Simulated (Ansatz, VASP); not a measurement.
Ge: VASP beside Ansatz

```
Ge
1.0
     3.01195   -6.26373    0.00000
     3.01195    6.26373    0.00000
     0.00000    0.00000    4.10997
Ge
6
Direct
  0.01086 0.40233 0.25000
  0.40233 0.01086 0.75000
  0.59767 0.98914 0.25000
  0.98914 0.59767 0.75000
  0.44504 0.55496 0.25000
  0.55496 0.44504 0.75000
```

Alike in both runs: functional PBE; k mesh 4 × 4 × 4; occupations gaussian, width 0.1 eV; no spin polarisation.

Ansatz relaxed the structure, and its values are those at the end. VASP's run is a single point on that final structure, the one shown.

|  | VASP | Ansatz |
| --- | --- | --- |
| version | VASP 6.6.1 | Ansatz 0.2.0 |
| potentials or method | VASP PAW PBE potentials, release 64 (Ge_d), cutoff 520 eV | scalar-relativistic, plane waves, PAW |
| valence electrons in the cell | 84 | 84 |

|  | VASP | Ansatz | Ansatz less VASP |
| --- | --- | --- | --- |
| gap on the k mesh at the Fermi level (eV) | 0.07 | 0.07 | +0.003 |
| least direct gap on the mesh (eV) | 0.07 | 0.07 | +0.003 |
| pressure (GPa) | 0.0 | 0.0 | +0.04 |
| rms of the force components (eV/Å) | 0.008 | 0.008 | +0.0002 |
